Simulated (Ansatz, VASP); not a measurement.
**RbBr in VASP and in Ansatz**

The input INCAR:

```
PREC = Accurate
ENCUT = 520
EDIFF = 1E-6
ISMEAR = 0
SIGMA = 0.05
LREAL = F
LASPH = T
NELM = 150
ALGO = Normal
ISIF = 2
LWAVE = F
LCHARG = T
MAGMOM = 0 0 0 0 0 0
LORBIT = 11
LSORBIT = T
GGA_COMPAT = F
LORBMOM = T
GGA = PE
LVHAR = T
NBANDS = 28
```

The input KPOINTS:

```
Automatic mesh
0
Gamma
  8 8 8
```

Contents of POSCAR:

```
RbBr
1.0
    0.0000000000      3.5083429181      3.5083429181
    3.5083429181      0.0000000000      3.5083429181
    3.5083429181      3.5083429181      0.0000000000
Rb Br
1 1
Direct
    0.5000000000      0.5000000000      0.5000000000
    0.0000000000      0.0000000000      0.0000000000
```

Input for Ansatz:

```yaml
crystal:
  lattice:
    - [0.0, 3.5083429181, 3.5083429181]
    - [3.5083429181, 0.0, 3.5083429181]
    - [3.5083429181, 3.5083429181, 0.0]
  atoms:
    - { symbol: Rb, position: [0.5, 0.5, 0.5] }
    - { symbol: Br, position: [0.0, 0.0, 0.0] }
basis:
  ecutwfc: 420
  ecutrho_ratio: 4
kpoints:
  mp_grid: { grid: [8, 8, 8] }
hamiltonian:
  xc: pbe
scf:
  occupations: { method: gaussian, width: 0.05 }
output:
  forces: true
  stress: true
  eigenvalues: true
  populations: true
  dos: { projected: true, de: 0.02 }
  write_density: true
  write_potential: true
  elf: true
  volumetric_format: npy
magnetization:
  noncollinear: true
  spin_orbit: true
```

Alike in both runs: task single point; functional PBE; k mesh 8 × 8 × 8; occupations gaussian, width 0.05 eV; non-collinear spin, spin-orbit coupling.

|  | VASP | Ansatz |
| --- | --- | --- |
| version | VASP 6.6.1 | Ansatz 0.2.0 |
| potentials or method | VASP PAW PBE potentials, release 64 (Rb_sv, Br), cutoff 520 eV | plane waves, PAW |
| valence electrons in the cell | 16 | 16 |

```csv
,VASP,Ansatz,Ansatz less VASP
pressure (GPa),0.0,0.0,-0.02
```
